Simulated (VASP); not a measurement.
# Co in VASP: a series of runs, part 2 of 2

VASP 6.6.1. The steps go on from the part before.

**3. Relaxation of cell and atoms, PBEsol, collinear spin, ferromagnetic start**

Contents of INCAR:

```
PREC = Accurate
ENCUT = 600
EDIFF = 1E-7
ISMEAR = -1
SIGMA = 0.05
LREAL = False
LASPH = True
NELM = 150
ALGO = Normal
ISIF = 3
LWAVE = False
LCHARG = False
ISPIN = 2
MAGMOM = 2 2
LORBIT = 11
LMAXMIX = 4
GGA = PS
IBRION = 2
NSW = 60
EDIFFG = -0.01
```

Contents of KPOINTS:

```
regular mesh
0
Gamma
  12 12 7
```

Contents of POSCAR:

```
Co
1.0
    2.4873648738      0.0000000000      0.0000000000
   -1.2436824369      2.1541211692      0.0000000000
    0.0000000000      0.0000000000      4.0632895034
Co
2
Direct
    0.3333333333      0.6666666667      0.7401390000
    0.6666666667      0.3333333333      0.2598610000
```

Potentials or basis: VASP PAW PBE potentials, release 64 (Co).

Launch:

```console
cat potpaw_PBE.64/Co/POTCAR > POTCAR
mpirun -np 1 vasp_std > vasp.out
```

OUTCAR:

```text
PREC = Accurate
   ENCUT = 600
   EDIFF = 1E-7
   ISMEAR = -1
   LREAL = False
   LASPH = True
   NELM = 150
   ISIF = 3
   ISPIN = 2
   LORBIT = 11
   GGA = PS
   IBRION = 2
   NSW = 60
   EDIFFG = -0.01

 ion  position               nearest neighbor table
   1  0.333  0.667  0.740-   2 2.42   2 2.42   2 2.42   2 2.55   2 2.55   2 2.55
   2  0.667  0.333  0.260-   1 2.42   1 2.42   1 2.42   1 2.55   1 2.55   1 2.55

  LATTYP: Found a hexagonal cell.
 ALAT       =     2.4873648738
 C/A-ratio  =     1.6335719565

  Lattice vectors:

 A1 = (   2.4873648738,   0.0000000000,   0.0000000000)
 A2 = (  -1.2436824369,   2.1541211692,   0.0000000000)
 A3 = (   0.0000000000,   0.0000000000,   4.0632895034)

Analysis of symmetry for initial positions (statically):
=====================================================================
 Subroutine PRICEL returns:
 Original cell was already a primitive cell.

 Routine SETGRP: Setting up the symmetry group for a
 hexagonal supercell.

 Subroutine GETGRP returns: Found 12 space group operations
 (whereof 12 operations were pure point group operations)
 out of a pool of 24 trial point group operations.

The static configuration has the point symmetry D_3d.

Analysis of symmetry for dynamics (positions and initial velocities):
=====================================================================
 Subroutine PRICEL returns:
 Original cell was already a primitive cell.

 Routine SETGRP: Setting up the symmetry group for a
 hexagonal supercell.

[... 395 lines left out ...]
 cond. band min:      10.7900735467   @ k =   0.2500   0.0000   0.0000
 fundamental gap:      0.0051174409
 Fermi energy:        10.7856361581

 spin component 1

 k-point     1 :       0.0000    0.0000    0.0000
  band No.  band energies     occupation
      1       1.5248      1.00000
      2       5.4148      1.00000
      3       8.1525      1.00000
      4       8.1629      1.00000
      5       8.1629      1.00000
      6       8.5085      1.00000
      7       8.5085      1.00000
      8       8.8800      1.00000
      9       8.8800      1.00000
     10      10.0881      1.00000
     11      10.0881      1.00000
     12      10.6647      0.91824
     13      17.6340      0.00000
     14      33.0989      0.00000
[... 403 lines left out ...]
      4       7.7068      1.00000
      5       8.1850      1.00000
      6       8.4411      1.00000
      7       8.5804      1.00000
      8       8.7990      1.00000
      9       8.9512      1.00000
     10       9.0496      1.00000
     11      10.1619      1.00000
     12      12.6209      0.00000
     13      19.2333      0.00000
     14      27.7743      0.00000
     15      31.6941      0.00000

 [... further k-points ...]

 spin component 2

 k-point     1 :       0.0000    0.0000    0.0000
  band No.  band energies     occupation
      1       1.5923      1.00000
      2       6.3443      1.00000
      3       9.7198      1.00000
      4       9.7215      1.00000
      5       9.7215      1.00000
      6      10.1202      1.00000
      7      10.1202      1.00000
      8      10.5569      0.98979
      9      10.5569      0.98979
     10      10.6912      0.86864
     11      11.8791      0.00000
     12      11.8791      0.00000
     13      18.6415      0.00000
     14      32.9421      0.00000
[... 444 lines left out ...]
  FREE ENERGIE OF THE ION-ELECTRON SYSTEM (eV)
  ---------------------------------------------------
  free  energy   TOTEN  =       -15.4760687466 eV

  energy  without entropy=      -15.4605886946  energy(sigma->0) =      -15.46832872

 reached required accuracy - stopping structural energy minimisation

 total charge

# of ion       s       p       d       tot
------------------------------------------
    1        0.510   0.569   7.295   8.374
    2        0.510   0.569   7.295   8.374
--------------------------------------------------
tot          1.019   1.139  14.589  16.748

 magnetization (x)

# of ion       s       p       d       tot
------------------------------------------
    1       -0.015  -0.051   1.624   1.558
    2       -0.015  -0.051   1.624   1.558
--------------------------------------------------
tot         -0.030  -0.102   3.247   3.115
```

CONTCAR:

```text
Co
   1.00000000000000
     2.4539857384114137    0.0000000000000000    0.0000000000000000
    -1.2269928692057068    2.1252139899967921    0.0000000000000000
     0.0000000000000000    0.0000000000000000    3.9575344832519486
  Co
     2
Direct
     0.3333333332999970    0.6666666667000030    0.7499388265460052
     0.6666666667000030    0.3333333332999970    0.2500611734539948

  0.00000000E+00  0.00000000E+00  0.00000000E+00
  0.00000000E+00  0.00000000E+00  0.00000000E+00
```

Wall time 11 min (1 thread of Intel Xeon 8259CL, shared host); peak memory 0.2 GiB.

Results:

* Free energy: -15.4761 eV
* Relaxed volume: 10.32 Å³/atom
* Relaxed cell: a = 2.454 Å, b = 2.454 Å, c = 3.958 Å, α = 90.00°, β = 90.00°, γ = 120.00°
* Space group after relaxing (to 0.1 Å): P6_3/mmc (No. 194)
* Energy gained by relaxing: 29.6 meV/atom
* Ionic steps: 7
* Pressure after relaxing: 0.0 GPa
* Largest force after relaxing: 0.004 eV/Å
* Net moment: 3.10 μB per cell
* Site moments: Co +1.56 μB
* Valence electrons inside the program's atomic spheres: Co 8.37

Forces in eV/Å, atoms in the order of the input:
```
Co   0.000  0.000  0.004
Co   0.000  0.000 -0.004
```

Stress tensor (GPa, compression positive):
```
-0.03  0.00  0.00
 0.00 -0.03  0.00
 0.00  0.00  0.05
```

Step by step:
| step | energy change (eV) | largest force (eV/Å) | pressure (GPa) | volume (Å³) |
| --- | --- | --- | --- | --- |
| 1 | 0.0000 | 0.4295 | -10.08 | 21.77 |
| 2 | -0.0162 | 0.3982 | 12.98 | 19.68 |
| 3 | -0.0459 | 0.4527 | 1.43 | 20.57 |
| 4 | -0.0586 | 0.0886 | 0.89 | 20.57 |
| 5 | -0.0591 | 0.0009 | 0.86 | 20.56 |
| 6 | -0.0590 | 0.0074 | -0.92 | 20.72 |
| 7 | -0.0593 | 0.0038 | 0.00 | 20.64 |

Final structure:
```yaml
crystal:
  lattice:
    - [2.45399, 0.00000, 0.00000]
    - [-1.22699, 2.12521, 0.00000]
    - [0.00000, 0.00000, 3.95753]
  atoms:
    - { symbol: Co, position: [0.33333, 0.66667, 0.74994] }
    - { symbol: Co, position: [0.66667, 0.33333, 0.25006] }
```

Caveat: the PAW data sets were made with another functional, which shifts forces and pressure a little.

**4. Single point, BLYP+D4, collinear spin, ferromagnetic start**

This run uses another cell than the first one, of 10.71 Å³/atom.

Contents of INCAR:

```
AGGAC = 1.0
AGGAX = 1.0
ALDAC = 0.0
ALDAX = 1.0
ALGO = Normal
EDIFF = 1E-6
ENCUT = 690
GGA = B5
GGA_COMPAT = F
ISIF = 2
ISMEAR = -1
ISPIN = 2
IVDW = 13
LASPH = T
LCHARG = F
LMAXMIX = 4
LORBIT = 11
LREAL = F
LWAVE = F
MAGMOM = 2 2
NBANDS = 28
NELM = 200
PREC = Accurate
SIGMA = 0.05
VDW_A1 = 0.44488865
VDW_A2 = 4.0933009
VDW_S6 = 1.0
VDW_S8 = 2.34076671
```

Contents of KPOINTS:

```
k-points
0
Gamma
  12 12 7
```

Contents of POSCAR:

```
Co
1.0
    2.4858791790      0.0000000000      0.0000000000
   -1.2429395895      2.1528345198      0.0000000000
    0.0000000000      0.0000000000      4.0043024379
Co
2
Direct
    0.3333333333      0.6666666667      0.7499988922
    0.6666666667      0.3333333333      0.2500011078
```

Potentials or basis: VASP PAW PBE potentials, release 64 (Co_sv).

Launch:

```console
cat potpaw_PBE.64/Co_sv/POTCAR > POTCAR
mpirun -np 1 vasp_std > vasp.out
```

It took 1.7 min on 1 thread of Intel Xeon Platinum 8375C at 2.90GHz (Ice Lake), shared host; peak memory 0.23 GiB.

It converged, with:

- Free energy: -13.8732 eV
- Pressure: -1.0 GPa
- Net moment: 3.15 μB per cell
- Site moments: Co +1.63 μB
- Valence electrons inside the program's atomic spheres: Co 15.12
- Dispersion energy per atom: -0.839 eV

Levels at points of the mesh, in eV from the Fermi level:
Spin up:
```csv
k point,band 15,band 16,band 17,band 18,band 19,band 20,band 21,band 22,band 23,band 24
"(0.00, 0.00, 0.00)",-2.25,-1.90,-1.90,-0.75,-0.75,0.15,6.59,22.28,24.52,24.52
"(0.50, 0.00, 0.00)",-2.13,-0.63,-0.51,-0.47,1.46,3.46,9.93,10.51,13.14,14.19
```
Spin down:
```tsv
k point	band 11	band 12	band 13	band 14	band 15	band 16	band 17	band 18	band 19	band 20
(0.00, 0.00, 0.00)	-1.00	-1.00	-1.00	-0.63	-0.63	-0.23	-0.23	0.15	1.05	1.05
(0.50, 0.00, 0.00)	-3.27	-1.75	-1.19	-1.04	-0.62	1.18	1.32	1.35	2.64	4.42
```

Caveat: the PAW data sets were made with another functional, which shifts forces and pressure a little.

**5. Single point, PBE, collinear spin, ferromagnetic start**

Contents of INCAR:

```
PREC     = Accurate       # precision mode
ENCUT    = 690            # plane-wave cutoff, eV
EDIFF    = 1E-6           # SCF threshold, eV
ISMEAR   = 0              # smearing method
SIGMA    = 0.028000000000000004 # smearing width, eV
LREAL    = False          # projectors in reciprocal space
LASPH    = True           # aspherical terms in the spheres
NELM     = 200            # most SCF steps
ALGO     = Normal         # electronic algorithm
ISIF     = 2              # what is computed and relaxed
LWAVE    = False          # write WAVECAR
LCHARG   = True           # write CHGCAR
ISPIN    = 2              # spin polarisation
MAGMOM   = 2 2            # initial moments
LORBIT   = 11             # projections on sites
LMAXMIX  = 4              # l up to which the mixer works
GGA      = PE             # functional
LELF     = True           # ELF
LVHAR    = True         
NBANDS   = 28             # bands
GGA_COMPAT= False
```

Contents of KPOINTS:

```
Automatic mesh
0
Gamma
  12 12 7
```

Contents of POSCAR:

```
Co
1.0
    2.4873648738      0.0000000000      0.0000000000
   -1.2436824369      2.1541211692      0.0000000000
    0.0000000000      0.0000000000      4.0632895034
Co
2
Direct
    0.3333333333      0.6666666667      0.7401390000
    0.6666666667      0.3333333333      0.2598610000
```

Potentials or basis: VASP PAW PBE potentials, release 64 (Co_sv).

Launch:

```console
cat potpaw_PBE.64/Co_sv/POTCAR > POTCAR
mpirun -np 1 vasp_std > vasp.out
```

OUTCAR:

```text
PREC = Accurate
   ENCUT = 690
   EDIFF = 1E-6
   ISMEAR = 0
   LREAL = False
   LASPH = True
   NELM = 200
   ISIF = 2
   ISPIN = 2
   LORBIT = 11
   GGA = PE

 ion  position               nearest neighbor table
   1  0.333  0.667  0.740-   2 2.42   2 2.42   2 2.42
   2  0.667  0.333  0.260-   1 2.42   1 2.42   1 2.42

  LATTYP: Found a hexagonal cell.
 ALAT       =     2.4873648738
 C/A-ratio  =     1.6335719565

  Lattice vectors:

 A1 = (   2.4873648738,   0.0000000000,   0.0000000000)
 A2 = (  -1.2436824369,   2.1541211692,   0.0000000000)
 A3 = (   0.0000000000,   0.0000000000,   4.0632895034)

Analysis of symmetry for initial positions (statically):
=====================================================================
 Subroutine PRICEL returns:
 Original cell was already a primitive cell.

 Routine SETGRP: Setting up the symmetry group for a
 hexagonal supercell.

 Subroutine GETGRP returns: Found 12 space group operations
 (whereof 12 operations were pure point group operations)
 out of a pool of 24 trial point group operations.

The static configuration has the point symmetry D_3d.

Analysis of symmetry for dynamics (positions and initial velocities):
=====================================================================
 Subroutine PRICEL returns:
 Original cell was already a primitive cell.

 Routine SETGRP: Setting up the symmetry group for a
 hexagonal supercell.

 Subroutine GETGRP returns: Found 12 space group operations
 (whereof 12 operations were pure point group operations)
 out of a pool of 24 trial point group operations.

The dynamic configuration has the point symmetry D_3d.

Analysis of structural, dynamic, and magnetic symmetry:
=====================================================================
 Subroutine PRICEL returns:
 Original cell was already a primitive cell.

 Routine SETGRP: Setting up the symmetry group for a
 hexagonal supercell.

 Subroutine GETGRP returns: Found 12 space group operations
 (whereof 12 operations were pure point group operations)
 out of a pool of 24 trial point group operations.

The overall configuration has the point symmetry D_3d.

 Subroutine INISYM returns: Found 12 space group operations
 (whereof 12 operations are pure point group operations),
 and found     1 'primitive' translations

----------------------------------------------------------------------------------------

                                     Primitive cell

  volume of cell :      21.7715

  direct lattice vectors                    reciprocal lattice vectors
     2.487364874  0.000000000  0.000000000     0.402031889  0.232113220  0.000000000
    -1.243682437  2.154121169  0.000000000     0.000000000  0.464226439  0.000000000
     0.000000000  0.000000000  4.063289503     0.000000000  0.000000000  0.246106018

  length of vectors
     2.487364874  2.487364874  4.063289503     0.464226439  0.464226439  0.246106018

  position of ions in fractional coordinates (direct lattice)
     0.333333333  0.666666667  0.740139000
     0.666666667  0.333333333  0.259861000
[... 60 lines left out ...]
   number of dos      NEDOS =    301   number of ions     NIONS =      2
   total plane-waves  NPLWV =  20736
   dimension x,y,z NGX =    24 NGY =   24 NGZ =   36
   dimension x,y,z NGXF=    48 NGYF=   48 NGZF=   72
   ions per type =               2
   NGX,Y,Z   is equivalent  to a cutoff of  16.04, 16.04, 14.73 a.u.
   NGXF,Y,Z  is equivalent  to a cutoff of  32.08, 32.08, 29.46 a.u.
 SYSTEM =  unknown system
   PREC   = accura    normal or accurate (medium, high low for compatibility)
   ISTART =      0    job   : 0-new  1-cont  2-samecut
   ICHARG =      2    charge: 1-file 2-atom 10-const
   ISPIN  =      2    spin polarized calculation?
   LNONCOLLINEAR =      F non collinear calculations
   LSORBIT =      F    spin-orbit coupling
   LASPH  =      T    aspherical Exc in radial PAW
   ENCUT  =  690.0 eV  50.71 Ry    7.12 a.u.   5.33  5.33  8.70*2*pi/ulx,y,z
   NELM   =    200;   NELMIN=  2; NELMDL= -5     # of ELM steps
   EDIFF  = 0.1E-05   stopping-criterion for ELM
   LREAL  =      F    real-space projection
[... 7 lines left out ...]
   TEBEG  =    0.0;   TEEND  =   0.0 temperature during run
   PSTRESS=    0.0 pullay stress
   NELECT =      34.0000    total number of electrons
   NUPDOWN=      -1.0000    fix difference up-down
   EMIN   =  10.00;   EMAX   =-10.00  energy-range for DOS
   EFERMI =   0.00;   METHOD = LEGACY
   ISMEAR =     0;   SIGMA  =   0.03  broadening in eV -4-tet -1-fermi 0-gaus
   EFERMI_NEDOS =   21; number of points for ismear=-14 and -15
   IALGO  =     38    algorithm
   IMIX   =      4    mixing-type and parameters
     AMIX     =   0.40;   BMIX     =  1.00
     AMIX_MAG =   1.60;   BMIX_MAG =  1.00
  volume/ion in A,a.u.               =      10.89        73.46
  Fermi-wavevector in a.u.,A,eV,Ry     =   1.899351  3.589254 49.083508  3.607536
  Thomas-Fermi vector in A             =   2.938709
   LORBIT       =     11    0 simple, 1 ext, 2 COOP (PROOUT), +10 PAW based schemes
   GGA     = PE    functional components
   LHFCALC =     F    Hartree Fock is set to
   AEXX    =    0.0000 exact exchange contribution
   IVDW    =     0    specifies the selected vdW correction
   LEPSILON=     F    determine dielectric tensor
   LRPA    =     F    only Hartree local field effects (RPA)
 spin polarized calculation
 Gauss-broadening in eV      SIGMA  =   0.03
  energy-cutoff  :      690.00
  volume of cell :       21.77
 maximum number of plane-waves:       917
 NGX is ok and might be reduce to    24
   NGX = 11   NGY = 11   NGZ = 17

 number of electron      34.0000002 magnetization       3.2803379

 Free energy of the ion-electron system (eV)
  ---------------------------------------------------
  ext. energy  EPLUGINS =         0.00000000
  ---------------------------------------------------
  free energy    TOTEN  =       -14.22038047 eV

  energy without entropy =      -14.21936093  energy(sigma->0) =      -14.21987070

 E-fermi :  12.0021     XC(G=0): -13.8784

 val. band max:       12.0018796435   @ k =   0.0833   0.0833   0.1429
 cond. band min:      12.0055770087   @ k =   0.2500   0.2500   0.4286
 fundamental gap:      0.0036973652
 Fermi energy:        12.0021372055

 spin component 1

 k-point     1 :       0.0000    0.0000    0.0000
  band No.  band energies     occupation
      1     -84.1416      1.00000
      2     -84.0852      1.00000
      3     -47.5304      1.00000
      4     -47.2486      1.00000
      5     -47.2486      1.00000
      6     -47.2074      1.00000
[... 733 lines left out ...]
     27      38.2224      0.00000
     28      39.1873      0.00000

 [... further k-points ...]

 spin component 2

 k-point     1 :       0.0000    0.0000    0.0000
  band No.  band energies     occupation
      1     -82.0429      1.00000
      2     -81.9822      1.00000
      3     -45.5022      1.00000
      4     -45.1974      1.00000
      5     -45.1974      1.00000
      6     -45.1494      1.00000
[... 733 lines left out ...]
     27      38.4324      0.00000
     28      39.4686      0.00000

 [... further k-points ...]

------------------------ aborting loop because EDIFF is reached ----------------------------------------

  FORCE on cell =-STRESS in cart. coord.  units (eV):
  Direction    XX          YY          ZZ          XY          YZ          ZX
  --------------------------------------------------------------------------------------
  -------------------------------------------------------------------------------------
  Total        0.0241817      0.0241817     -0.4066633     -0.0000000      0.0000000      0.0000000
  in kB        1.7795473      1.7795473    -29.9266509     -0.0000000      0.0000000      0.0000000
  external PRESSURE =      -8.7891854 kB  Pullay stress =       0.0000000 kB

 VOLUME and BASIS-vectors are now :
 -----------------------------------------------------------------------------
  energy-cutoff  :      690.00
  volume of cell :       21.77
      direct lattice vectors                 reciprocal lattice vectors
     2.487364874  0.000000000  0.000000000     0.402031889  0.232113220  0.000000000
    -1.243682437  2.154121169  0.000000000     0.000000000  0.464226439  0.000000000
     0.000000000  0.000000000  4.063289503     0.000000000  0.000000000  0.246106018

 POSITION                                       TOTAL-FORCE (eV/Angst)
 -----------------------------------------------------------------------------------
     -0.00000      1.43608      3.00740        -0.000000     -0.000000      0.482522
      1.24368      0.71804      1.05589         0.000000      0.000000     -0.482522
 -----------------------------------------------------------------------------------
    total drift:                                0.000000     -0.000000      0.000000

  FREE ENERGIE OF THE ION-ELECTRON SYSTEM (eV)
  ---------------------------------------------------
  free  energy   TOTEN  =       -14.2203804738 eV

  energy  without entropy=      -14.2193609303  energy(sigma->0) =      -14.21987070

 total charge

# of ion       s       p       d       tot
------------------------------------------
    1        2.247   6.120   6.691  15.057
    2        2.247   6.120   6.691  15.057
--------------------------------------------------
tot          4.493  12.241  13.381  30.115

 magnetization (x)

# of ion       s       p       d       tot
------------------------------------------
    1       -0.004  -0.014   1.729   1.711
    2       -0.004  -0.014   1.729   1.711
--------------------------------------------------
tot         -0.008  -0.029   3.458   3.421
```

Wall time 2.5 min (1 thread of AMD EPYC 7R13 (Zen 3), shared host); peak memory 0.23 GiB.

Results:

```yaml
Free_energy: -14.2204 eV
Pressure: -0.9 GPa
Largest_force: 0.483 eV/Å
Net_moment: 3.28 μB per cell
Site_moments: Co +1.71 μB
Valence_electrons_inside_the_program's_atomic_spheres: Co 15.06
```

Forces on the atoms (eV/Å):
```
Co   0.000  0.000  0.483
Co   0.000  0.000 -0.483
```

**6. The runs side by side**

```tsv
task	level	potentials or basis	cell	cutoff (eV)	smearing	gap on the mesh (eV)	pressure (GPa)	moment (μB)	largest force (eV/Å)
single point	PBEsol+D3(BJ)	VASP PAW PBE potentials, release 64 (Co)	a = 2.487, b = 2.487, c = 4.063 Å, angles 90.0, 90.0, 120.0°, 2 atoms, atomic positions A	520	fermi-dirac 0.05 eV	none	-15.6	3.25	0.43
relaxation of cell and atoms	PBEsol	VASP PAW PBE potentials, release 64 (Co)	relaxed from a = 2.487, b = 2.487, c = 4.063 Å, angles 90.0, 90.0, 120.0°, 2 atoms, atomic positions A	600	fermi-dirac 0.05 eV	none	0.0	3.10	-
single point	BLYP+D4	VASP PAW PBE potentials, release 64 (Co_sv)	a = 2.486, b = 2.486, c = 4.004 Å, angles 90.0, 90.0, 120.0°, 2 atoms, atomic positions B	690	fermi-dirac 0.05 eV	none	-1.0	3.15	-
single point	PBE	VASP PAW PBE potentials, release 64 (Co_sv)	a = 2.487, b = 2.487, c = 4.063 Å, angles 90.0, 90.0, 120.0°, 2 atoms, atomic positions A	690	gaussian 0.028 eV	none	-0.9	3.28	0.48
```

Alike in all rows: spin collinear, ferromagnetic start; k mesh 12 × 12 × 7.

Caveats: the PAW data sets were made with another functional, which shifts forces and pressure a little (at least some runs); three body term missing (at least some runs); the cell stands under tension (at least some runs).

Absolute energies hang on the potentials; compare differences alone.

The gap in the log of VASP goes by the Fermi energy; the results here count the filled bands.